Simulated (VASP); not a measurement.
Input of a VASP 6.6.1 run:

The input INCAR:

```
SYSTEM = TmSb2Cl2
ALGO     = Normal         ! electronic algorithm
EDIFF    = 1E-7           ! SCF threshold, eV
EDIFFG   = -0.04          ! ionic threshold
ENCUT    = 500            ! plane-wave cutoff, eV
GGA      = PE             ! functional
GGA_COMPAT= .False.      
IBRION   = 2              ! ionic algorithm
ISIF     = 3              ! what is computed and relaxed
ISMEAR   = 0              ! smearing method
LASPH    = .True.         ! aspherical terms in the spheres
LCHARG   = .False.        ! write CHGCAR
LMAXMIX  = 6              ! l up to which the mixer works
LREAL    = .False.        ! projectors in reciprocal space
LWAVE    = .False.        ! write WAVECAR
NELM     = 200            ! most SCF steps
NELMIN   = 4            
NSW      = 90             ! ionic steps
PREC     = Accurate       ! precision mode
SIGMA    = 0.1            ! smearing width, eV
```

Contents of KPOINTS:

```
k-points
0
Gamma
  6 6 2
  0 0 0
```

The input POSCAR:

```
TmSb2Cl2
1.0
    4.0965981500      0.0000000000      0.0000000000
   -2.0482990800      3.5477580700      0.0000000000
    0.0000000000      0.0000000000     11.0067386200
Tm Sb Cl
1 2 2
Direct
    0.0000000000      0.0000000000      0.5000000000
    0.6666666700      0.3333333300      0.6607440100
    0.3333333300      0.6666666700      0.3392559900
    0.6666666700      0.3333333300      0.2154780000
    0.3333333300      0.6666666700      0.7845220000
```

Potentials or basis: VASP PAW PBE potentials, release 64 (Tm_3, Sb, Cl), 4f in core.

The run is started by

```bash
$ cat potpaw_PBE.64/Tm_3/POTCAR potpaw_PBE.64/Sb/POTCAR potpaw_PBE.64/Cl/POTCAR > POTCAR
$ mpirun -np 1 vasp_std > vasp.out
```

(1) Predict the space group after relaxing (to 0.1 Å).

(2) What does it give for the band gap on the k mesh?

(3) What does it give for the relaxed volume?

Answers

(1) P-3m1 (No. 164).

(2) zero (an odd number of electrons rules out a gap without spin polarisation).

(3) 34.32 Å³/atom.

Caveat: a cell axis changed by over 15 % at a fixed basis, so the end point is rough; spin-orbit coupling is left out, which moves the levels of the heavy elements; the 4f electrons are frozen in the core, so they carry no moment and show no levels; an odd number of electrons without spin polarisation forces a metal; a magnetic or distorted state may lie lower; the run has no spin polarisation, though such a crystal can be magnetic.
